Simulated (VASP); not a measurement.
# H10CO5 in VASP: a series of runs, part 2 of 2

VASP 6.6.1.

## 3. Single point, PBE+D3(BJ)

INCAR

```
PREC = Accurate
ENCUT = 520
EDIFF = 1E-6
ISMEAR = -1
SIGMA = 0.05
LREAL = Auto
LASPH = T
NELM = 60
ALGO = Normal
ISIF = 2
LWAVE = F
LCHARG = F
GGA = PE
IVDW = 12
NBANDS = 36
```

KPOINTS

```
Automatic mesh
0
Gamma
  1 1 1
```

POSCAR

```
H10CO5
1.0
    5.6566530000      0.0000000000      0.0000000000
    0.0000000000      5.6566530000      0.0000000000
    0.0000000000      0.0000000000      5.6566530000
O H C
5 10 1
Direct
    0.5081273325      0.8368199357      0.0782971839
    0.5424939447      0.2802187088      0.8291121976
   -0.0551562912      0.5766130608      0.8258417124
    0.0264113779      1.0347992002     -0.0231232144
    0.2247795649      1.0571622477      0.5285988022
    0.5489995586      0.6767429432      0.0203300432
    0.5662358996      0.9576687840     -0.0406777647
    0.4677324206      0.2655280428      0.6731896052
    0.7051519688      0.3499772745      0.8091357204
   -0.0129405145      0.7394478678      0.8113631860
    0.0619624361      0.5085162551      0.9258832034
    0.1724871580      1.0597079227      0.0723749539
   -0.0721097794      0.9928132413      0.1166767698
    0.5487343841      0.8855236480      0.5438728520
    0.2764532313      0.7135845172      0.4719752122
    0.3598240868      0.8862307799      0.5166482724
```

Potentials or basis: VASP PAW PBE potentials, release 64 (O, H, C).

Started as:

```
$ cat potpaw_PBE.64/O/POTCAR potpaw_PBE.64/H/POTCAR potpaw_PBE.64/C/POTCAR > POTCAR
$ mpirun -np 1 vasp_gam > vasp.out
```

OUTCAR:

```text
PREC = Accurate
   ENCUT = 520
   EDIFF = 1E-6
   ISMEAR = -1
   LREAL = Auto
   LASPH = T
   NELM = 60
   ISIF = 2
   GGA = PE
   IVDW = 12
 IVDW          = 12

 ion  position               nearest neighbor table
   1  0.508  0.837  0.078-   6 0.99   7 1.01
   2  0.542  0.280  0.829-   8 0.98   9 1.01
   3  0.945  0.577  0.826-  11 0.95  10 0.96
   4  0.026  0.035  0.977-  13 1.00  12 1.00
   5  0.225  0.057  0.529-  16 1.23
   6  0.549  0.677  0.020-   1 0.99
   7  0.566  0.958  0.959-   1 1.01
   8  0.468  0.266  0.673-   2 0.98
   9  0.705  0.350  0.809-   2 1.01
  10  0.987  0.739  0.811-   3 0.96
  11  0.062  0.509  0.926-   3 0.95
  12  0.172  0.060  0.072-   4 1.00
  13  0.928  0.993  0.117-   4 1.00
  14  0.549  0.886  0.544-  16 1.08
  15  0.276  0.714  0.472-  16 1.11
  16  0.360  0.886  0.517-  14 1.08  15 1.11   5 1.23

  LATTYP: Found a simple cubic cell.
 ALAT       =     5.6566530000

  Lattice vectors:

 A1 = (   5.6566530000,   0.0000000000,   0.0000000000)
 A2 = (   0.0000000000,   5.6566530000,   0.0000000000)
 A3 = (   0.0000000000,   0.0000000000,   5.6566530000)

Analysis of symmetry for initial positions (statically):
=====================================================================
 Subroutine PRICEL returns:
 Original cell was already a primitive cell.

 Routine SETGRP: Setting up the symmetry group for a
 simple cubic supercell.

 Subroutine GETGRP returns: Found  1 space group operations
 (whereof  1 operations were pure point group operations)
 out of a pool of 48 trial point group operations.

The static configuration has the point symmetry C_1 .

Analysis of symmetry for dynamics (positions and initial velocities):
=====================================================================
[... 135 lines left out ...]
  volume/ion in A,a.u.               =      11.31        76.34
  Fermi-wavevector in a.u.,A,eV,Ry     =   1.021722  1.930775 14.203344  1.043916
  Thomas-Fermi vector in A             =   2.155362
   LORBIT       =      0    0 simple, 1 ext, 2 COOP (PROOUT), +10 PAW based schemes
   GGA     = PE    functional components
   LHFCALC =     F    Hartree Fock is set to
   AEXX    =    0.0000 exact exchange contribution
   IVDW    =    12    specifies the selected vdW correction
   LEPSILON=     F    determine dielectric tensor
   LRPA    =     F    only Hartree local field effects (RPA)
 non-spin polarized calculation
  energy-cutoff  :      520.00
  volume of cell :      181.00
 maximum number of plane-waves:      2473
 NGX is ok and might be reduce to    42
   NGX = 21   NGY = 21   NGZ = 21

 number of electron      44.0000019 magnetization

 Free energy of the ion-electron system (eV)
  ---------------------------------------------------
  ext. energy  EPLUGINS =         0.00000000
  ---------------------------------------------------
  free energy    TOTEN  =       -80.19047203 eV

  energy without entropy =      -80.19047203  energy(sigma->0) =      -80.19047203

 E-fermi :  -2.2677     XC(G=0):  -6.5684

 val. band max:       -3.4686860776   @ k =   0.0000   0.0000   0.0000
 cond. band min:       0.6435362659   @ k =   0.0000   0.0000   0.0000
 fundamental gap:      4.1122223435
 Fermi energy:        -2.2677420063

 k-point     1 :       0.0000    0.0000    0.0000
  band No.  band energies     occupation
      1     -23.5379      2.00000
      2     -22.4369      2.00000
      3     -22.0071      2.00000
      4     -21.8721      2.00000
      5     -21.6181      2.00000
      6     -12.7642      2.00000
[... 26 lines left out ...]
     33       7.4772      0.00000
     34       7.6908      0.00000
 [bands above 34 left out]

------------------------ aborting loop because EDIFF is reached ----------------------------------------

 Edisp (eV)   -0.56306

 E8    (eV) :    -0.1219

  FORCE on cell =-STRESS in cart. coord.  units (eV):
  Direction    XX          YY          ZZ          XY          YZ          ZX
  --------------------------------------------------------------------------------------
  -------------------------------------------------------------------------------------
  Total      -0.60412    -1.17002    -1.87611    -0.34303     0.43762     0.50706
  in kB      -5.34753   -10.35677   -16.60698    -3.03643     3.87375     4.48841
  external pressure =      -10.77 kB  Pullay stress =        0.00 kB

 VOLUME and BASIS-vectors are now :
 -----------------------------------------------------------------------------
  energy-cutoff  :      520.00
  volume of cell :      181.00
      direct lattice vectors                 reciprocal lattice vectors
     5.656653000  0.000000000  0.000000000     0.176782985  0.000000000  0.000000000
     0.000000000  5.656653000  0.000000000     0.000000000  0.176782985  0.000000000
     0.000000000  0.000000000  5.656653000     0.000000000  0.000000000  0.176782985

 POSITION                                       TOTAL-FORCE (eV/Angst)
 -----------------------------------------------------------------------------------
      2.87430      4.73360      0.44290         0.438056     -0.010597     -0.662961
      3.06870      1.58510      4.69000         0.986492      0.262077      0.011983
      5.34465      3.26170      4.67150        -1.052374     -0.913488     -0.771868
      0.14940      0.19685      5.52585         0.183591      0.224975      2.390288
      1.27150      0.32335      2.99010         1.070082     -0.094296     -0.219300
      3.10550      3.82810      0.11500         0.021362      0.686914      0.054564
[... 8 lines left out ...]
      1.56380      4.03650      2.66980         0.321606     -0.262776      0.164866
      2.03540      5.01310      2.92250        -2.209207     -0.315553     -0.644089
 -----------------------------------------------------------------------------------
    total drift:                                0.003746      0.016922     -0.004766

  FREE ENERGIE OF THE ION-ELECTRON SYSTEM (eV)
  ---------------------------------------------------
  free  energy   TOTEN  =       -80.7535361090 eV

  energy  without entropy=      -80.7535361089  energy(sigma->0) =      -80.75353611
```

OSZICAR:

```text
N       E                     dE             d eps       ncg     rms          rms(c)
DAV:   1     0.339601184277E+03    0.33960E+03   -0.22934E+04    72   0.110E+03
DAV:   2    -0.527313643710E+02   -0.39233E+03   -0.36917E+03    92   0.268E+02
DAV:   3    -0.874015092336E+02   -0.34670E+02   -0.34444E+02    96   0.867E+01
DAV:   4    -0.878993328478E+02   -0.49782E+00   -0.49692E+00    88   0.115E+01
DAV:   5    -0.879059515966E+02   -0.66187E-02   -0.66172E-02    96   0.127E+00    0.173E+01
DAV:   6    -0.806539307236E+02    0.72520E+01   -0.20897E+01    88   0.233E+01    0.726E+00
DAV:   7    -0.803294918042E+02    0.32444E+00   -0.83180E-01    88   0.494E+00    0.433E+00
DAV:   8    -0.801898252401E+02    0.13967E+00   -0.26694E-01    88   0.292E+00    0.893E-01
DAV:   9    -0.801869218531E+02    0.29034E-02   -0.20398E-02    96   0.906E-01    0.296E-01
DAV:  10    -0.801903209717E+02   -0.33991E-02   -0.10682E-02    80   0.605E-01    0.157E-01
DAV:  11    -0.801908563041E+02   -0.53533E-03   -0.30210E-03    80   0.360E-01    0.881E-02
DAV:  12    -0.801905975853E+02    0.25872E-03   -0.52461E-04    80   0.139E-01    0.368E-02
DAV:  13    -0.801904936585E+02    0.10393E-03   -0.18633E-04    88   0.818E-02    0.136E-02
DAV:  14    -0.801904759681E+02    0.17690E-04   -0.17065E-05    88   0.246E-02    0.608E-03
DAV:  15    -0.801904720831E+02    0.38850E-05   -0.35093E-06    80   0.119E-02    0.208E-03
DAV:  16    -0.801904720321E+02    0.50996E-07   -0.34343E-07    80   0.399E-03
   1 F= -.80753536E+02 E0= -.80753536E+02  d E =-.930412E-10
```

Wall time 22 s (1 thread of Intel Xeon Platinum 8259CL at 2.50GHz (Skylake/Cascade Lake), shared host); peak memory 0.24 GiB.

Results:

| Property | Result |
| --- | --- |
| Free energy | -80.7535 eV |
| Pressure | -1.1 GPa |
| Largest force | 2.408 eV/Å |
| Dispersion energy per atom | -0.035 eV |

Forces in eV/Å, atoms in the order of the input:
```
O    0.438 -0.011 -0.663
O    0.986  0.262  0.012
O   -1.052 -0.913 -0.772
O    0.184  0.225  2.390
O    1.070 -0.094 -0.219
H    0.021  0.687  0.055
H   -0.439 -0.569  0.719
H   -0.063  0.097  0.239
H   -0.932 -0.238 -0.101
H    0.217  1.230  0.157
H    0.742 -0.517  0.487
H   -0.180 -0.110 -1.140
H   -0.147  0.116 -0.934
H    1.043  0.415  0.250
H    0.322 -0.263  0.165
C   -2.209 -0.316 -0.644
```

Stress tensor (GPa, compression positive):
```
-0.53 -0.30  0.45
-0.30 -1.04  0.39
 0.45  0.39 -1.66
```

Levels at points of the mesh, in eV from the Fermi level:
```
           k point  band 20  band 21  band 22  band 23  band 24  band 25
(0.00, 0.00, 0.00)    -1.87    -1.49    -1.20     2.91     3.46     6.92
```

Caveat: the k points lie up to 1.11 Å⁻¹ apart.
